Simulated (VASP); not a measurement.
Here is a VASP 6.6.1 calculation.

File INCAR:

```
PREC     = Accurate       # precision mode
ENCUT    = 600            # plane-wave cutoff, eV
EDIFF    = 1E-7           # SCF threshold, eV
ISMEAR   = 0              # smearing method
SIGMA    = 0.1            # smearing width, eV
LREAL    = F              # projectors in reciprocal space
LASPH    = T              # aspherical terms in the spheres
NELM     = 100            # most SCF steps
ALGO     = Normal         # electronic algorithm
ISIF     = 3              # what is computed and relaxed
LWAVE    = F              # write WAVECAR
LCHARG   = F              # write CHGCAR
GGA      = PS             # functional
IBRION   = 2              # ionic algorithm
NSW      = 70             # ionic steps
EDIFFG   = -0.008         # ionic threshold
PSTRESS  = 900.0
```

Contents of KPOINTS:

```
Automatic mesh
0
Gamma
  18 18 10
```

Contents of POSCAR:

```
K
1.0
    1.3076375410     -2.2649383892      0.0000000000
    1.3076375410      2.2649383892      0.0000000000
    0.0000000000      0.0000000000      4.2915221182
K
2
Direct
    0.8333402140      0.1666597860      0.2500000000
    0.1666597860      0.8333402140      0.7500000000
```

Potentials or basis: VASP PAW PBE potentials, release 64 (K_sv).

The run is started by

```sh
$ cat potpaw_PBE.64/K_sv/POTCAR > POTCAR
$ mpirun -np 1 vasp_std > vasp.out
```

Task: Estimate the relaxed volume.

Result: 11.78 Å³/atom.

Task: Estimate the band gap on the k mesh.

Result: Zero (band 9 reaches 11.00 eV, above the bottom of band 10 at 7.34 eV).

Task: Estimate the relaxed cell.

Result: a = 2.562 Å, b = 2.562 Å, c = 4.148 Å, α = 90.00°, β = 90.00°, γ = 120.00°.

Task: Estimate the space group after relaxing (to 0.05 Å).

Result: P6_3/mmc (No. 194).

Final structure:
```xyz
2
Lattice="1.2808 -2.2185 0.0000 1.2808 2.2185 0.0000 0.0000 0.0000 4.1475" Properties=species:S:1:pos:R:3 pbc="T T T"
K     1.2808   -1.4790    1.0369
K     1.2808    1.4790    3.1106
```

Caveat: the cell is relaxed towards a set pressure, so the enthalpy falls and the energy may rise; the PAW data sets were made with another functional, which shifts forces and pressure a little.
